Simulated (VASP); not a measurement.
# SnTe (rocksalt type) (Fm-3m) in VASP: a series of runs

Runs on SnTe (rocksalt type). Level: PBE. Tasks: single point.

Program: VASP 6.6.1. These are calculated values, not measurements. Logs are shortened: lines on timing, memory, paths and dates and some standing lists are left out, and cuts for length are marked.

### 1 The cell of the first run

It takes space group Fm-3m (No. 225, cubic). Conventional cell: a = 5.250 Å, b = 5.250 Å, c = 5.250 Å, α = 90.00°, β = 90.00°, γ = 90.00°. Within 3.5 Å of Sn (site symmetry m-3m) lie 6 Te at 2.63 Å. Te (site symmetry m-3m) has 6 Sn at 2.63 Å within 3.5 Å.

### 2 Single point, PBE (volume scaled by 0.55)

INCAR

```
SYSTEM = SnTe
ALGO = Normal
EDIFF = 1E-6
ENCUT = 520
GGA = PE
ISIF = 2
ISMEAR = -1
LASPH = .True.
LCHARG = .False.
LREAL = .False.
LWAVE = .False.
NBANDS = 17
NELM = 60
PREC = Accurate
SIGMA = 0.1
```

KPOINTS

```
k-points
0
Gamma
  13 13 13
  0 0 0
```

POSCAR

```
SnTe
1.0
    0.0000000000      2.6251657911      2.6251657911
    2.6251657911      0.0000000000      2.6251657911
    2.6251657911      2.6251657911      0.0000000000
Sn Te
1 1
Direct
    0.0000000000      0.0000000000      0.0000000000
    0.5000000000      0.5000000000      0.5000000000
```

Potentials or basis: VASP PAW PBE potentials, release 64 (Sn_d, Te).

Run with:

```bash
$ cat potpaw_PBE.64/Sn_d/POTCAR potpaw_PBE.64/Te/POTCAR > POTCAR
$ mpirun -np 1 vasp_std > vasp.out
```

OUTCAR:

```text
SYSTEM = SnTe
   EDIFF = 1E-6
   ENCUT = 520
   GGA = PE
   ISIF = 2
   ISMEAR = -1
   LASPH = .True.
   LREAL = .False.
   NELM = 60
   PREC = Accurate

 ion  position               nearest neighbor table
   1  0.000  0.000  0.000-   2 2.63   2 2.63   2 2.63   2 2.63   2 2.63   2 2.63
   2  0.500  0.500  0.500-   1 2.63   1 2.63   1 2.63   1 2.63   1 2.63   1 2.63

  LATTYP: Found a face centered cubic cell.
 ALAT       =     5.2503315822

  Lattice vectors:

 A1 = (   0.0000000000,   2.6251657911,   2.6251657911)
 A2 = (   2.6251657911,   0.0000000000,   2.6251657911)
 A3 = (   2.6251657911,   2.6251657911,   0.0000000000)

Analysis of symmetry for initial positions (statically):
=====================================================================
 Subroutine PRICEL returns:
 Original cell was already a primitive cell.

 Routine SETGRP: Setting up the symmetry group for a
 face centered cubic supercell.

 Subroutine GETGRP returns: Found 48 space group operations
 (whereof 48 operations were pure point group operations)
 out of a pool of 48 trial point group operations.

The static configuration has the point symmetry O_h .

Analysis of symmetry for dynamics (positions and initial velocities):
=====================================================================
 Subroutine PRICEL returns:
 Original cell was already a primitive cell.

 Routine SETGRP: Setting up the symmetry group for a
 face centered cubic supercell.

 Subroutine GETGRP returns: Found 48 space group operations
 (whereof 48 operations were pure point group operations)
 out of a pool of 48 trial point group operations.

The dynamic configuration has the point symmetry O_h .

 Subroutine INISYM returns: Found 48 space group operations
 (whereof 48 operations are pure point group operations),
 and found     1 'primitive' translations

----------------------------------------------------------------------------------------

                                     Primitive cell

  volume of cell :      36.1826

  direct lattice vectors                    reciprocal lattice vectors
     0.000000000  2.625165791  2.625165791    -0.190464161  0.190464161  0.190464161
     2.625165791  0.000000000  2.625165791     0.190464161 -0.190464161  0.190464161
     2.625165791  2.625165791  0.000000000     0.190464161  0.190464161 -0.190464161

  length of vectors
     3.712545065  3.712545065  3.712545065     0.329893604  0.329893604  0.329893604

  position of ions in fractional coordinates (direct lattice)
     0.000000000  0.000000000  0.000000000
     0.500000000  0.500000000  0.500000000

  ion indices of the primitive-cell ions
   primitive index   ion index
                 1           1
                 2           2

----------------------------------------------------------------------------------------

 KPOINTS: k-points

Automatic generation of k-mesh.
 Grid dimensions read from file:
 generate k-points for:   13   13   13

 Generating k-lattice:

  Cartesian coordinates                     Fractional coordinates (reciprocal lattice)
    -0.014651089  0.014651089  0.014651089     0.076923077  0.000000000  0.000000000
     0.014651089 -0.014651089  0.014651089     0.000000000  0.076923077  0.000000000
     0.014651089  0.014651089 -0.014651089     0.000000000  0.000000000  0.076923077

  Length of vectors
     0.025376431  0.025376431  0.025376431

  Shift w.r.t. Gamma in fractional coordinates (k-lattice)
     0.000000000  0.000000000  0.000000000

 Subroutine IBZKPT returns following result:
 ===========================================

 Found     84 irreducible k-points:

 Following reciprocal coordinates:
            Coordinates               Weight
  0.000000  0.000000  0.000000      1.000000
  0.076923  0.000000  0.000000      8.000000
  0.153846  0.000000  0.000000      8.000000
  0.230769  0.000000  0.000000      8.000000
  0.307692  0.000000  0.000000      8.000000
  0.384615  0.000000  0.000000      8.000000
[... 16 lines left out ...]
  0.384615  0.153846  0.000000     24.000000
  0.461538  0.153846  0.000000     24.000000
 [... further k-points ...]
   k-points           NKPTS =     84   k-points in BZ     NKDIM =     84   number of bands    NBANDS=     17
   number of dos      NEDOS =    301   number of ions     NIONS =      2
   total plane-waves  NPLWV =  21952
   dimension x,y,z NGX =    28 NGY =   28 NGZ =   28
   dimension x,y,z NGXF=    56 NGYF=   56 NGZF=   56
   ions per type =               1   1
   NGX,Y,Z   is equivalent  to a cutoff of  12.54, 12.54, 12.54 a.u.
   NGXF,Y,Z  is equivalent  to a cutoff of  25.08, 25.08, 25.08 a.u.
 SYSTEM =  SnTe
   PREC   = accura    normal or accurate (medium, high low for compatibility)
   ISTART =      0    job   : 0-new  1-cont  2-samecut
   ICHARG =      2    charge: 1-file 2-atom 10-const
   ISPIN  =      1    spin polarized calculation?
   LNONCOLLINEAR =      F non collinear calculations
   LSORBIT =      F    spin-orbit coupling
   LASPH  =      T    aspherical Exc in radial PAW
   ENCUT  =  520.0 eV  38.22 Ry    6.18 a.u.   6.90  6.90  6.90*2*pi/ulx,y,z
   NELM   =     60;   NELMIN=  2; NELMDL= -5     # of ELM steps
   EDIFF  = 0.1E-05   stopping-criterion for ELM
   LREAL  =      F    real-space projection
   EDIFFG = 0.1E-04   stopping-criterion for IOM
   NSW    =      0    number of steps for IOM
   IBRION =     -1    ionic relax: 0-MD 1-quasi-New 2-CG
   NFREE  =      0    steps in history (QN), initial steepest desc. (CG)
   ISIF   =      2    stress and relaxation
   ISYM   =      2    0-nonsym 1-usesym 2-fastsym
   POTIM  = 0.5000    time-step for ionic-motion
   TEBEG  =    0.0;   TEEND  =   0.0 temperature during run
   PSTRESS=    0.0 pullay stress
   NELECT =      20.0000    total number of electrons
   NUPDOWN=      -1.0000    fix difference up-down
   EMIN   =  10.00;   EMAX   =-10.00  energy-range for DOS
   EFERMI =   0.00;   METHOD = LEGACY
   ISMEAR =    -1;   SIGMA  =   0.10  broadening in eV -4-tet -1-fermi 0-gaus
   EFERMI_NEDOS =   21; number of points for ismear=-14 and -15
   IALGO  =     38    algorithm
   IMIX   =      4    mixing-type and parameters
     AMIX     =   0.40;   BMIX     =  1.00
     AMIX_MAG =   1.60;   BMIX_MAG =  1.00
  volume/ion in A,a.u.               =      18.09       122.09
  Fermi-wavevector in a.u.,A,eV,Ry     =   1.343543  2.538927 24.559966  1.805107
  Thomas-Fermi vector in A             =   2.471608
   LORBIT       =      0    0 simple, 1 ext, 2 COOP (PROOUT), +10 PAW based schemes
   GGA     = PE    functional components
   LHFCALC =     F    Hartree Fock is set to
   AEXX    =    0.0000 exact exchange contribution
   IVDW    =     0    specifies the selected vdW correction
   LEPSILON=     F    determine dielectric tensor
   LRPA    =     F    only Hartree local field effects (RPA)
 non-spin polarized calculation
  energy-cutoff  :      520.00
  volume of cell :       36.18
 maximum number of plane-waves:       987
   NGX = 13   NGY = 13   NGZ = 13

 number of electron      20.0000007 magnetization

 Free energy of the ion-electron system (eV)
  ---------------------------------------------------
  ext. energy  EPLUGINS =         0.00000000
  ---------------------------------------------------
  free energy    TOTEN  =        -2.68619009 eV

  energy without entropy =       -2.66572701  energy(sigma->0) =       -2.67595855

 E-fermi :  15.7586     XC(G=0): -12.1742

 val. band max:       15.7469141438   @ k =  -0.3077   0.0769   0.0000
 cond. band min:      15.8240010510   @ k =  -0.2308   0.1538   0.0000
 fundamental gap:      0.0770869072
 Fermi energy:        15.7585921845

 k-point     1 :       0.0000    0.0000    0.0000
  band No.  band energies     occupation
      1      -7.1682      2.00000
      2      -7.1682      2.00000
      3      -7.1050      2.00000
      4      -7.1050      2.00000
      5      -7.1050      2.00000
      6      -2.4695      2.00000
[... 9 lines left out ...]
     16      20.2470      0.00000
     17      20.3210      0.00000

 k-point     2 :       0.0769    0.0000    0.0000
  band No.  band energies     occupation
      1      -7.1722      2.00000
      2      -7.1722      2.00000
      3      -7.1053      2.00000
      4      -7.1023      2.00000
      5      -7.1023      2.00000
      6      -2.3723      2.00000
[... 9 lines left out ...]
     16      20.0356      0.00000
     17      21.4732      0.00000

 k-point     3 :       0.1538    0.0000    0.0000
  band No.  band energies     occupation
      1      -7.1841      2.00000
      2      -7.1841      2.00000
      3      -7.1064      2.00000
      4      -7.0938      2.00000
      5      -7.0938      2.00000
      6      -2.0818      2.00000
[... 9 lines left out ...]
     16      20.3114      0.00000
     17      23.3793      0.00000

 k-point     4 :       0.2308    0.0000    0.0000
  band No.  band energies     occupation
      1      -7.2021      2.00000
      2      -7.2021      2.00000
      3      -7.1085      2.00000
      4      -7.0805      2.00000
      5      -7.0805      2.00000
      6      -1.6028      2.00000
[... 9 lines left out ...]
     16      21.1047      0.00000
     17      25.6728      0.00000

 k-point     5 :       0.3077    0.0000    0.0000
  band No.  band energies     occupation
      1      -7.2219      2.00000
      2      -7.2219      2.00000
      3      -7.1115      2.00000
      4      -7.0656      2.00000
      5      -7.0656      2.00000
      6      -0.9503      2.00000
[... 9 lines left out ...]
     16      22.1686      0.00000
     17      28.2341      0.00000

 k-point     6 :       0.3846    0.0000    0.0000
  band No.  band energies     occupation
      1      -7.2385      2.00000
      2      -7.2385      2.00000
      3      -7.1144      2.00000
      4      -7.0529      2.00000
      5      -7.0529      2.00000
      6      -0.1723      2.00000
[... 9 lines left out ...]
     16      23.7732      0.00000
     17      28.5994      0.00000
[... 281 lines left out ...]
 k-point    21 :       0.2308    0.1538    0.0000
  band No.  band energies     occupation
      1      -7.2440      2.00000
      2      -7.1615      2.00000
      3      -7.1178      2.00000
      4      -7.0779      2.00000
      5      -7.0751      2.00000
      6      -1.5816      2.00000
[... 9 lines left out ...]
     16      22.4908      0.00000
     17      24.6737      0.00000

 k-point    22 :       0.3077    0.1538    0.0000
  band No.  band energies     occupation
      1      -7.2669      2.00000
      2      -7.1744      2.00000
      3      -7.1173      2.00000
      4      -7.0697      2.00000
      5      -7.0599      2.00000
      6      -1.0349      2.00000
[... 9 lines left out ...]
     16      23.4296      0.00000
     17      26.3478      0.00000

 k-point    23 :       0.3846    0.1538    0.0000
  band No.  band energies     occupation
      1      -7.2829      2.00000
      2      -7.1934      2.00000
      3      -7.1140      2.00000
      4      -7.0632      2.00000
      5      -7.0466      2.00000
      6      -0.3278      2.00000
[... 9 lines left out ...]
     16      24.9148      0.00000
     17      27.6948      0.00000

 k-point    24 :       0.4615    0.1538    0.0000
  band No.  band energies     occupation
      1      -7.2885      2.00000
      2      -7.2132      2.00000
      3      -7.1094      2.00000
      4      -7.0587      2.00000
      5      -7.0391      2.00000
      6       0.4621      2.00000
[... 9 lines left out ...]
     16      26.3795      0.00000
     17      26.6178      0.00000

 [... further k-points ...]
[... 5 lines left out ...]
  --------------------------------------------------------------------------------------
  -------------------------------------------------------------------------------------
  Total       20.7367587     20.7367587     20.7367587      0.0000000     -0.0000000     -0.0000000
  in kB      918.2295233    918.2295233    918.2295233      0.0000000     -0.0000000     -0.0000000
  external PRESSURE =     918.2295233 kB  Pullay stress =       0.0000000 kB

 VOLUME and BASIS-vectors are now :
 -----------------------------------------------------------------------------
  energy-cutoff  :      520.00
  volume of cell :       36.18
      direct lattice vectors                 reciprocal lattice vectors
     0.000000000  2.625165791  2.625165791    -0.190464161  0.190464161  0.190464161
     2.625165791  0.000000000  2.625165791     0.190464161 -0.190464161  0.190464161
     2.625165791  2.625165791  0.000000000     0.190464161  0.190464161 -0.190464161

 POSITION                                       TOTAL-FORCE (eV/Angst)
 -----------------------------------------------------------------------------------
      0.00000      0.00000      0.00000         0.000000     -0.000000     -0.000000
      2.62517      2.62517      2.62517        -0.000000      0.000000      0.000000
 -----------------------------------------------------------------------------------
    total drift:                               -0.000000      0.000000      0.000000

  FREE ENERGIE OF THE ION-ELECTRON SYSTEM (eV)
  ---------------------------------------------------
  free  energy   TOTEN  =        -2.6861900860 eV

  energy  without entropy=       -2.6657270059  energy(sigma->0) =       -2.67595855
```

It took 21 s on 1 thread of Intel Xeon Platinum 8559C (Emerald Rapids), shared host; peak memory 0.19 GiB.

What came out:

- Free energy: -2.6862 eV
- Pressure: 91.8 GPa

Levels at points of the mesh, in eV from the Fermi level:
```
           k point  band 7  band 8  band 9  band 10  band 11  band 12  band 13  band 14
(0.00, 0.00, 0.00)   -3.64   -3.64   -3.64    -0.82     3.78     3.78     3.78     4.49
```

Caveat: this odd mesh misses L, where the gap lies, so gap, dielectric constants and Born charges aren't listed; spin-orbit coupling is left out, which moves the levels of the heavy elements.

(Part 1 of 2 ends here.)
